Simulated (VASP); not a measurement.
Wanted: the native input for a VASP 6.6.1 run.

| Property | Result |
| --- | --- |
| Task | relaxation of cell and atoms |
| Functional | r2SCAN |
| Potentials or basis | VASP PAW PBE potentials, release 64 (Al, N) |
| Cutoff | 600 eV |
| k mesh | 9 × 9 × 4 |
| Occupations | gaussian, width 0.02 eV |
| Spin | no spin polarisation |
| Dipole correction | no |
| Further INCAR settings | ALGO = Normal; EDIFF = 1e-06; IBRION = 2; EDIFFG = -0.002; NSW = 100; ISIF = 3 |

AlN:

```
Al N
1.0
     3.12859    0.00000    0.00000
    -1.56429    2.70944    0.00000
     0.00000    0.00000    5.01696
Al N
2 2
Cartesian
  1.5643 0.9031 2.5049
  0.0000 1.8063 5.0134
  1.5643 0.9031 4.4185
  0.0000 1.8063 1.9100
```

One way to write it, as run:

POSCAR

```
AlN
1.0
    3.1285881400      0.0000000000      0.0000000000
   -1.5642940700      2.7094368000      0.0000000000
    0.0000000000      0.0000000000      5.0169550000
Al N
2 2
Direct
    0.6666666700      0.3333333300      0.4992870000
    0.3333333300      0.6666666700      0.9992870000
    0.6666666700      0.3333333300      0.8807130000
    0.3333333300      0.6666666700      0.3807130000
```

INCAR.step1

```
SYSTEM = AlN
PREC = Accurate
ENCUT = 600
ISMEAR = 0
SIGMA = 0.02
LREAL = .False.
LASPH = .True.
NELM = 100
GGA = PE
ALGO = Normal
EDIFF = 1E-4
LWAVE = .True.
LCHARG = .False.
```

INCAR.step2

```
SYSTEM = AlN
PREC = Accurate
ENCUT = 600
EDIFF = 1E-6
ISMEAR = 0
SIGMA = 0.02
LREAL = .False.
LASPH = .True.
NELM = 100
ALGO = Normal
ISIF = 3
LWAVE = .False.
LCHARG = .False.
METAGGA = R2SCAN
LMIXTAU = .True.
IBRION = 2
NSW = 100
EDIFFG = -0.002
ISTART = 1
```

KPOINTS

```
Automatic mesh
0
Gamma
  9 9 4
  0 0 0
```

Potentials or basis: VASP PAW PBE potentials, release 64 (Al, N).

The run is started by

```console
$ cat potpaw_PBE.64/Al/POTCAR potpaw_PBE.64/N/POTCAR > POTCAR
$ cp INCAR.step1 INCAR
$ mpirun -np 1 vasp_std > vasp.out
$ cp INCAR.step2 INCAR
$ mpirun -np 1 vasp_std > vasp.out
```

Results of the run:

- Relaxed volume: 10.39 Å³/atom
- Relaxed cell: a = 3.105 Å, b = 3.105 Å, c = 4.976 Å, α = 90.00°, β = 90.00°, γ = 120.00°
- Space group after relaxing (to 0.1 Å): P6_3mc (No. 186)
- Energy gained by relaxing: 3.6 meV/atom
- Ionic steps: 8
- Pressure after relaxing: 0.0 GPa
- Band gap on the k mesh: 4.93 eV

Caveat: the PAW data sets were made with another functional, which shifts forces and pressure a little.

It took 11 min on 1 thread of Intel Xeon 8259CL (shared host), peak memory 0.19 GiB.
